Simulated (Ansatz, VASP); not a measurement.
## SnTe in VASP and in Ansatz

```
Sn Te
1.0
     0.00000    3.15650    3.15650
     3.15650    0.00000    3.15650
     3.15650    3.15650    0.00000
Sn Te
1 1
Cartesian
  0.0000 0.0000 0.0000
  3.1565 3.1565 3.1565
```

Alike in both runs: task electric field gradients; functional LDA; k mesh 11 × 11 × 11; occupations fermi-dirac, width 0.08 eV; no spin polarisation.

```csv
,VASP,Ansatz
version,VASP 6.6.1,Ansatz 0.2.0
potentials or method,"VASP PAW LDA potentials, release 64 (Sn_d, Te), cutoff 520 eV","all-electron PAW with datasets made for the crystal, scalar-relativistic"
```

|  | VASP | Ansatz | Ansatz less VASP |
| --- | --- | --- | --- |
| pressure (GPa) | -1.7 | -1.7 | -0.04 |

LDA's correlation is that of Perdew and Zunger in VASP and of Perdew and Wang (1992) in Ansatz. Ansatz ran all-electron here, and VASP with PAW potentials.

Neither program's run includes spin-orbit coupling.
